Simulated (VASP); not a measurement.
Pb: single point with r2SCAN

Crystal: Pb.

```
Pb
1.0
     3.50310    0.00000    0.00000
    -1.75155    3.03377    0.00000
     0.00000    0.00000   11.45310
Pb
4
Direct
  0.00000 0.00000 0.00000
  0.33333 0.66667 0.25000
  0.00000 0.00000 0.50000
  0.66667 0.33333 0.75000
```

```yaml
Program: VASP 6.6.1
Task: single point
Functional: r2SCAN
Potentials_or_basis: VASP PAW PBE potentials, release 64 (Pb_d)
Cutoff: 520 eV
k_mesh: 12 × 12 × 4
Occupations: gaussian, width 0.1 eV
Spin: no spin polarisation
```

```json
{
 "Pressure": "1.0 GPa",
 "Band gap on the k mesh": "zero (band 28 reaches 13.03 eV, above the bottom of band 29 at 5.00 eV)"
}
```

Levels at points of the mesh, in eV from the Fermi level:
```csv
k point,band 24,band 25,band 26,band 27,band 28,band 29,band 30,band 31,band 32,band 33
"(0.00, 0.00, 0.00)",-8.57,-4.44,0.72,0.73,5.70,5.70,6.54,6.54,6.58,6.58
"(0.50, 0.00, 0.00)",-7.25,-4.27,-3.97,-2.51,-2.01,-0.09,0.79,2.05,3.46,3.47
"(0.00, 0.00, 0.50)",-9.65,-2.70,-2.70,4.75,4.75,5.94,5.94,5.94,5.94,7.27
"(0.50, 0.00, 0.50)",-7.55,-3.70,-3.70,-2.99,-2.99,1.31,1.31,2.42,2.42,2.98
```

It took 18 min on 1 thread of Intel Xeon 6975P-C (shared host), peak memory 0.39 GiB.

Caveat: the PAW data sets were made with another functional, which shifts forces and pressure a little; spin-orbit coupling is left out, which moves the levels of the heavy elements.
